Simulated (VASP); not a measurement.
# Pd (P6_3/mmc) in VASP: a series of runs

The runs below take Pd through single point, with PBEsol.

All numbers are computed with VASP 6.6.1; they aren't measurements. Logs are shortened: lines on timing, memory, paths and dates and some standing lists are left out, and cuts for length are marked.

## Step 1: The cell of the first run

The structure is hexagonal, space group P6_3/mmc (No. 194). The conventional cell has a = 2.727 Å, b = 2.727 Å, c = 4.534 Å, α = 90.00°, β = 90.00°, γ = 120.00°. Within 3.6 Å of Pd (site symmetry -6m2) lie 12 Pd at 2.73 to 2.76 Å.

## Step 2: Single point, PBEsol (volume scaled by 0.94)

INCAR

```
SYSTEM = Pd
ALGO = Normal
EDIFF = 1E-6
ENCUT = 520
GGA = PS
ISIF = 2
ISMEAR = -1
LASPH = .True.
LCHARG = .False.
LREAL = .False.
LWAVE = .False.
NBANDS = 17
NELM = 100
PREC = Accurate
SIGMA = 0.05
```

KPOINTS

```
k-points
0
Gamma
  11 11 6
  0 0 0
```

POSCAR

```
Pd
1.0
    2.7268396102      0.0000000000      0.0000000000
   -1.3634198051      2.3615123745      0.0000000000
    0.0000000000      0.0000000000      4.5343992815
Pd
2
Direct
    0.3333333333      0.6666666667      0.2500000000
    0.6666666667      0.3333333333      0.7500000000
```

Potentials or basis: VASP PAW PBE potentials, release 64 (Pd).

Run with:

```console
> cat potpaw_PBE.64/Pd/POTCAR > POTCAR
> mpirun -np 1 vasp_std > vasp.out
```

OUTCAR:

```text
SYSTEM = Pd
   EDIFF = 1E-6
   ENCUT = 520
   GGA = PS
   ISIF = 2
   ISMEAR = -1
   LASPH = .True.
   LREAL = .False.
   NELM = 100
   PREC = Accurate

 ion  position               nearest neighbor table
   1  0.333  0.667  0.250-   2 2.76   2 2.76   2 2.76   2 2.76   2 2.76   2 2.76
   2  0.667  0.333  0.750-   1 2.76   1 2.76   1 2.76   1 2.76   1 2.76   1 2.76

  LATTYP: Found a hexagonal cell.
 ALAT       =     2.7268396102
 C/A-ratio  =     1.6628771507

  Lattice vectors:

 A1 = (   2.7268396102,   0.0000000000,   0.0000000000)
 A2 = (  -1.3634198051,   2.3615123745,   0.0000000000)
 A3 = (   0.0000000000,   0.0000000000,   4.5343992815)

Analysis of symmetry for initial positions (statically):
=====================================================================
 Subroutine PRICEL returns:
 Original cell was already a primitive cell.

 Routine SETGRP: Setting up the symmetry group for a
 hexagonal supercell.

 Subroutine GETGRP returns: Found 24 space group operations
 (whereof 12 operations were pure point group operations)
 out of a pool of 24 trial point group operations.

The static configuration has the point symmetry D_3d.
 The point group associated with its full space group is D_6h.

Analysis of symmetry for dynamics (positions and initial velocities):
=====================================================================
 Subroutine PRICEL returns:
 Original cell was already a primitive cell.

 Routine SETGRP: Setting up the symmetry group for a
 hexagonal supercell.

 Subroutine GETGRP returns: Found 24 space group operations
 (whereof 12 operations were pure point group operations)
 out of a pool of 24 trial point group operations.

The dynamic configuration has the point symmetry D_3d.
 The point group associated with its full space group is D_6h.

 Subroutine INISYM returns: Found 24 space group operations
 (whereof 12 operations are pure point group operations),
 and found     1 'primitive' translations

----------------------------------------------------------------------------------------

                                     Primitive cell

  volume of cell :      29.1991

  direct lattice vectors                    reciprocal lattice vectors
     2.726839610  0.000000000  0.000000000     0.366724906  0.211728723  0.000000000
    -1.363419805  2.361512375  0.000000000     0.000000000  0.423457447  0.000000000
     0.000000000  0.000000000  4.534399281     0.000000000  0.000000000  0.220536379

  length of vectors
[... 75 lines left out ...]
   ICHARG =      2    charge: 1-file 2-atom 10-const
   ISPIN  =      1    spin polarized calculation?
   LNONCOLLINEAR =      F non collinear calculations
   LSORBIT =      F    spin-orbit coupling
   LASPH  =      T    aspherical Exc in radial PAW
   ENCUT  =  520.0 eV  38.22 Ry    6.18 a.u.   5.07  5.07  8.43*2*pi/ulx,y,z
   NELM   =    100;   NELMIN=  2; NELMDL= -5     # of ELM steps
   EDIFF  = 0.1E-05   stopping-criterion for ELM
   LREAL  =      F    real-space projection
   EDIFFG = 0.1E-04   stopping-criterion for IOM
   NSW    =      0    number of steps for IOM
   IBRION =     -1    ionic relax: 0-MD 1-quasi-New 2-CG
   NFREE  =      0    steps in history (QN), initial steepest desc. (CG)
   ISIF   =      2    stress and relaxation
   ISYM   =      2    0-nonsym 1-usesym 2-fastsym
   POTIM  = 0.5000    time-step for ionic-motion
   TEBEG  =    0.0;   TEEND  =   0.0 temperature during run
   PSTRESS=    0.0 pullay stress
   NELECT =      20.0000    total number of electrons
   NUPDOWN=      -1.0000    fix difference up-down
   EMIN   =  10.00;   EMAX   =-10.00  energy-range for DOS
   EFERMI =   0.00;   METHOD = LEGACY
   ISMEAR =    -1;   SIGMA  =   0.05  broadening in eV -4-tet -1-fermi 0-gaus
   EFERMI_NEDOS =   21; number of points for ismear=-14 and -15
   IALGO  =     38    algorithm
   IMIX   =      4    mixing-type and parameters
     AMIX     =   0.40;   BMIX     =  1.00
     AMIX_MAG =   1.60;   BMIX_MAG =  1.00
  volume/ion in A,a.u.               =      14.60        98.52
  Fermi-wavevector in a.u.,A,eV,Ry     =   1.443095  2.727054 28.334454  2.082524
  Thomas-Fermi vector in A             =   2.561541
   LORBIT       =      0    0 simple, 1 ext, 2 COOP (PROOUT), +10 PAW based schemes
   GGA     = PS    functional components
   LHFCALC =     F    Hartree Fock is set to
   AEXX    =    0.0000 exact exchange contribution
   IVDW    =     0    specifies the selected vdW correction
   LEPSILON=     F    determine dielectric tensor
   LRPA    =     F    only Hartree local field effects (RPA)
 non-spin polarized calculation
  energy-cutoff  :      520.00
  volume of cell :       29.20
 maximum number of plane-waves:       801
   NGX = 11   NGY = 11   NGZ = 17

 number of electron      19.9999998 magnetization

 Free energy of the ion-electron system (eV)
  ---------------------------------------------------
  ext. energy  EPLUGINS =         0.00000000
  ---------------------------------------------------
  free energy    TOTEN  =       -11.85679066 eV

  energy without entropy =      -11.81213447  energy(sigma->0) =      -11.83446256

 E-fermi :   9.8082     XC(G=0): -13.4432

 val. band max:        9.8028968445   @ k =   0.4545   0.0909   0.0000
 cond. band min:       9.8099791398   @ k =   0.3636   0.0000   0.0000
 fundamental gap:      0.0070822953
 Fermi energy:         9.8082054408

 k-point     1 :       0.0000    0.0000    0.0000
  band No.  band energies     occupation
      1       2.4743      2.00000
      2       4.3600      2.00000
      3       6.7862      2.00000
      4       6.9896      2.00000
      5       6.9896      2.00000
      6       7.3561      2.00000
[... 457 lines left out ...]
      4       6.3123      2.00000
      5       6.8235      2.00000
      6       7.3072      2.00000
[... 9 lines left out ...]
     16      27.4984      0.00000
     17      28.7987      0.00000

 [... further k-points ...]
[... 5 lines left out ...]
  --------------------------------------------------------------------------------------
  -------------------------------------------------------------------------------------
  Total       -0.0288103     -0.0288103      0.0295535      0.0000000     -0.0000000      0.0000000
  in kB       -1.5808447     -1.5808447      1.6216228      0.0000000     -0.0000000      0.0000000
  external PRESSURE =      -0.5133556 kB  Pullay stress =       0.0000000 kB

 VOLUME and BASIS-vectors are now :
 -----------------------------------------------------------------------------
  energy-cutoff  :      520.00
  volume of cell :       29.20
      direct lattice vectors                 reciprocal lattice vectors
     2.726839610  0.000000000  0.000000000     0.366724906  0.211728723  0.000000000
    -1.363419805  2.361512375  0.000000000     0.000000000  0.423457447  0.000000000
     0.000000000  0.000000000  4.534399281     0.000000000  0.000000000  0.220536379

 POSITION                                       TOTAL-FORCE (eV/Angst)
 -----------------------------------------------------------------------------------
     -0.00000      1.57434      1.13360         0.000000     -0.000000      0.000000
      1.36342      0.78717      3.40080        -0.000000      0.000000      0.000000
 -----------------------------------------------------------------------------------
    total drift:                               -0.000000      0.000000     -0.000000

  FREE ENERGIE OF THE ION-ELECTRON SYSTEM (eV)
  ---------------------------------------------------
  free  energy   TOTEN  =       -11.8567906558 eV

  energy  without entropy=      -11.8121344681  energy(sigma->0) =      -11.83446256
```

OSZICAR:

```text
N       E                     dE             d eps       ncg     rms          rms(c)
DAV:   1     0.108806322113E+03    0.10881E+03   -0.10670E+04  2176   0.116E+03
DAV:   2    -0.108544648641E+02   -0.11966E+03   -0.11319E+03  2267   0.257E+02
DAV:   3    -0.126025735577E+02   -0.17481E+01   -0.17281E+01  2635   0.344E+01
DAV:   4    -0.126135913240E+02   -0.11018E-01   -0.11016E-01  2593   0.260E+00
DAV:   5    -0.126137502804E+02   -0.15896E-03   -0.15896E-03  2639   0.332E-01    0.123E+01
DAV:   6    -0.118935519502E+02    0.72020E+00   -0.15045E+00  2306   0.129E+01    0.549E+00
DAV:   7    -0.118648776163E+02    0.28674E-01   -0.19914E-02  2608   0.130E+00    0.267E+00
DAV:   8    -0.118568097483E+02    0.80679E-02   -0.28977E-03  2361   0.435E-01    0.169E-01
DAV:   9    -0.118567827483E+02    0.27000E-04   -0.49929E-05  2690   0.638E-02    0.275E-02
DAV:  10    -0.118567902944E+02   -0.75461E-05   -0.32597E-06  2557   0.150E-02    0.516E-03
DAV:  11    -0.118567906558E+02   -0.36148E-06   -0.23154E-07  1398   0.416E-03
   1 F= -.11856791E+02 E0= -.11834463E+02  d E =-.446562E-01
```

stdout:

```text
POSCAR found type information on POSCAR Pd
 POSCAR found :  1 types and       2 ions
 scaLAPACK will be used
 -----------------------------------------------------------------------------
|                                                                             |
|                                                                             |
|     You enforced a specific xc type in the INCAR file but a different       |
|     I HOPE YOU KNOW WHAT YOU ARE DOING!                                     |
|                                                                             |
 -----------------------------------------------------------------------------

 LDA part: xc-table for (Slater+PW92), standard interpolation
 POSCAR, INCAR and KPOINTS ok, starting setup
 FFT: planning ... GRIDC
 FFT: planning ... GRID_SOFT
 FFT: planning ... GRID
 WAVECAR not read
 entering main loop
```

Run time: 45 s. Hardware: 1 thread of Intel Xeon 6975P-C, shared host; peak memory 0.15 GiB.

Results:

* Free energy: -11.8568 eV
* Pressure: -0.1 GPa
* Band gap on the k mesh: zero (band 10 reaches 9.96 eV, above the bottom of band 11 at 9.08 eV)

Caveat: the PAW data sets were made with another functional, which shifts forces and pressure a little.

[end of part 1 of 3]
